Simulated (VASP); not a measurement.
# Nb in VASP: notebook, part 2 of 2

VASP 6.6.1. Earlier steps stand in the parts before.

**3. Single point, PBE (strain -0.050 along x and y, +0.025 along z)**

The input, INCAR:

```
SYSTEM = Nb
PREC = Accurate ; ENCUT = 520
EDIFF = 1E-6 ; ISMEAR = 0
SIGMA = 0.15 ; LREAL = .FALSE.
LASPH = .TRUE. ; NELM = 80
ALGO = Fast ; ISIF = 2
LWAVE = .FALSE. ; LCHARG = .FALSE.
GGA = PE ; NBANDS = 12
```

The input, KPOINTS:

```
Automatic mesh
0
G
  20 20 20
  0 0 0
```

The input, POSCAR:

```
Nb
1.0
    0.0000000000      2.0092500000      2.1678750000
    2.0092500000      0.0000000000      2.1678750000
    2.0092500000      2.0092500000      0.0000000000
Nb
1
Direct
    0.0000000000      0.0000000000      0.0000000000
```

Potentials or basis: VASP PAW PBE potentials, release 64 (Nb_sv).

Started as:

```bash
cat potpaw_PBE.64/Nb_sv/POTCAR > POTCAR
mpirun -np 1 vasp_std > vasp.out
```

OUTCAR:

```text
SYSTEM = Nb
   PREC = Accurate
   ENCUT = 520
   EDIFF = 1E-6
   ISMEAR = 0
   LREAL = .FALSE.
   LASPH = .TRUE.
   NELM = 80
   ISIF = 2
   GGA = PE

 ion  position               nearest neighbor table
   1  0.000  0.000  0.000-

  LATTYP: Found a body centered tetragonal cell.
 ALAT       =     2.8415086002
 C/A-ratio  =     1.5258620015

  Lattice vectors:

 A1 = (  -2.0092500000,   0.0000000000,   2.1678750000)
 A2 = (   2.0092500000,   0.0000000000,   2.1678750000)
 A3 = (   0.0000000000,   2.0092500000,  -2.1678750000)

Analysis of symmetry for initial positions (statically):
=====================================================================
 Subroutine PRICEL returns:
 Original cell was already a primitive cell.

 Routine SETGRP: Setting up the symmetry group for a
 body centered tetragonal supercell.

 Subroutine GETGRP returns: Found 16 space group operations
 (whereof 16 operations were pure point group operations)
 out of a pool of 16 trial point group operations.

The static configuration has the point symmetry D_4h.

Analysis of symmetry for dynamics (positions and initial velocities):
[... 170 lines left out ...]
      3     -17.9769      2.00000
      4     -17.9769      2.00000
      5       5.5827      2.00000
      6      11.4047      2.00000
      7      12.3873      0.00002
      8      12.3873      0.00002
      9      14.1281      0.00000
     10      15.5316      0.00000
     11      23.9394      0.00000
     12      27.4480      0.00000
[... 331 lines left out ...]
 k-point    24 :      -0.3500    0.0500    0.0000
  band No.  band energies     occupation
      1     -42.5327      2.00000
      2     -19.2675      2.00000
      3     -18.2626      2.00000
      4     -18.0632      2.00000
      5       8.0089      2.00000
      6      11.5254      1.99986
      7      12.1976      0.01121
      8      12.6076      0.00000
      9      15.7736      0.00000
     10      16.7442      0.00000
     11      23.3553      0.00000
     12      26.3224      0.00000

 [... further k-points ...]

------------------------ aborting loop because EDIFF is reached ----------------------------------------

  FORCE on cell =-STRESS in cart. coord.  units (eV):
  Direction    XX          YY          ZZ          XY          YZ          ZX
  --------------------------------------------------------------------------------------
  -------------------------------------------------------------------------------------
  Total        0.6695699      0.6695699      2.4716816      0.0000000     -0.0000000      0.0000000
  in kB       61.2878438     61.2878438    226.2407938      0.0000000     -0.0000000      0.0000000
  external PRESSURE =     116.2721605 kB  Pullay stress =       0.0000000 kB

 VOLUME and BASIS-vectors are now :
 -----------------------------------------------------------------------------
  energy-cutoff  :      520.00
  volume of cell :       17.50
      direct lattice vectors                 reciprocal lattice vectors
     0.000000000  2.009250000  2.167875000    -0.248849073  0.248849073  0.230640604
     2.009250000  0.000000000  2.167875000     0.248849073 -0.248849073  0.230640604
     2.009250000  2.009250000  0.000000000     0.248849073  0.248849073 -0.230640604

 POSITION                                       TOTAL-FORCE (eV/Angst)
 -----------------------------------------------------------------------------------
      0.00000      0.00000      0.00000        -0.000000      0.000000      0.000000
 -----------------------------------------------------------------------------------
    total drift:                                0.000000     -0.000000     -0.000000

  FREE ENERGIE OF THE ION-ELECTRON SYSTEM (eV)
  ---------------------------------------------------
  free  energy   TOTEN  =        -9.9115559560 eV

  energy  without entropy=       -9.8958794317  energy(sigma->0) =       -9.90371769
```

OSZICAR:

```text
N       E                     dE             d eps       ncg     rms          rms(c)
DAV:   1     0.118545389920E+03    0.11855E+03   -0.73425E+03 15488   0.109E+03
DAV:   2    -0.547015544373E+01   -0.12402E+03   -0.11936E+03 16460   0.391E+02
[... 14 lines left out ...]
RMM:  17    -0.991155215956E+01   -0.53208E-05   -0.38764E-05 19496   0.355E-02    0.433E-02
RMM:  18    -0.991155182485E+01    0.33471E-06   -0.23278E-05 17023   0.303E-02    0.283E-02
RMM:  19    -0.991155252529E+01   -0.70044E-06   -0.14601E-05 19105   0.380E-02    0.102E-02
RMM:  20    -0.991155439946E+01   -0.18742E-05   -0.86497E-06 15924   0.324E-02    0.292E-03
RMM:  21    -0.991155645692E+01   -0.20575E-05   -0.59363E-06 15805   0.277E-02    0.124E-02
RMM:  22    -0.991155595600E+01    0.50092E-06   -0.27709E-06 12886   0.151E-02
   1 F= -.99115560E+01 E0= -.99037177E+01  d E =-.156765E-01
```

Wall time 2.2 min (1 thread of Intel Xeon 6975P-C (Granite Rapids), shared host); peak memory 0.25 GiB.

Results:

| Quantity | Value |
| --- | --- |
| Free energy | -9.9116 eV |
| Pressure | 11.6 GPa |
| Band gap on the k mesh | zero (an odd number of electrons rules out a gap without spin polarisation) |

Caveat: the cell differs from its parent crystal (strain -0.050 along x and y, +0.025 along z); the cell stands under pressure.

**4. Single point, PBE (strain -0.025 along x and y, +0.000 along z)**

The input, INCAR:

```
SYSTEM = Nb
PREC = Accurate
ENCUT = 520
EDIFF = 1E-6
ISMEAR = 0
SIGMA = 0.15
LREAL = .FALSE.
LASPH = .TRUE.
NELM = 60
ALGO = Fast
ISIF = 2
LWAVE = .FALSE.
LCHARG = .FALSE.
GGA = PE
NBANDS = 12
```

The input, KPOINTS:

```
regular mesh
0
G
  20 20 20
  0 0 0
```

The input, POSCAR:

```
Nb
1.0
    0.0000000000      2.0621250000      2.1150000000
    2.0621250000      0.0000000000      2.1150000000
    2.0621250000      2.0621250000      0.0000000000
Nb
1
Direct
    0.0000000000      0.0000000000      0.0000000000
```

Started as:

```bash
cat potpaw_PBE.64/Nb_sv/POTCAR > POTCAR
mpirun -np 1 vasp_std > vasp.out
```

It took 2.3 min on 1 thread of Intel Xeon 6975P-C (Granite Rapids), shared host; peak memory 0.25 GiB.

It converged, with:

| Quantity | Value |
| --- | --- |
| Free energy | -9.8929 eV |
| Pressure | 7.0 GPa |
| Band gap on the k mesh | zero (an odd number of electrons rules out a gap without spin polarisation) |

Stress tensor (GPa, compression positive):
```
 4.59  0.00  0.00
 0.00  4.59  0.00
 0.00  0.00 11.96
```

Levels at points of the mesh, in eV from the Fermi level:
```csv
k point,band 2,band 3,band 4,band 5,band 6,band 7,band 8,band 9,band 10,band 11
"(0.00, 0.00, 0.00)",-30.06,-30.05,-30.05,-6.33,-0.13,0.18,0.18,2.60,3.03,11.87
"(0.50, 0.00, 0.00)",-31.41,-30.25,-30.20,-4.00,-0.29,0.04,1.53,4.82,4.99,11.05
"(0.50, 0.50, 0.00)",-31.32,-30.50,-30.50,-4.28,-3.50,3.53,4.92,5.50,5.50,11.83
"(0.50, 0.00, 0.50)",-31.32,-30.59,-30.52,-4.30,-3.55,4.00,4.87,5.35,5.67,11.29
```

Caveat: the cell differs from its parent crystal (strain -0.025 along x and y, +0.000 along z); the cell stands under pressure.

**5. The runs side by side**

```tsv
cell	gap on the mesh (eV)	pressure (GPa)
a = 3.141 Å, angles 60.0°, 1 atom	none	-19.1
a = 2.956, b = 2.956, c = 2.842 Å, angles 61.3, 61.3, 57.5°, 1 atom	none	11.6
a = 2.954, b = 2.954, c = 2.916 Å, angles 60.4, 60.4, 59.2°, 1 atom	none	7.0
```

Alike in all rows: task single point; level PBE; potentials or basis VASP PAW PBE potentials, release 64 (Nb_sv); no spin polarisation; k mesh 20 × 20 × 20; cutoff (eV) 520; smearing gaussian 0.15 eV.

Caveats: the cell stands under pressure (at least some runs); the cell stands under tension (at least some runs).

Absolute energies hang on the potentials; compare differences alone.
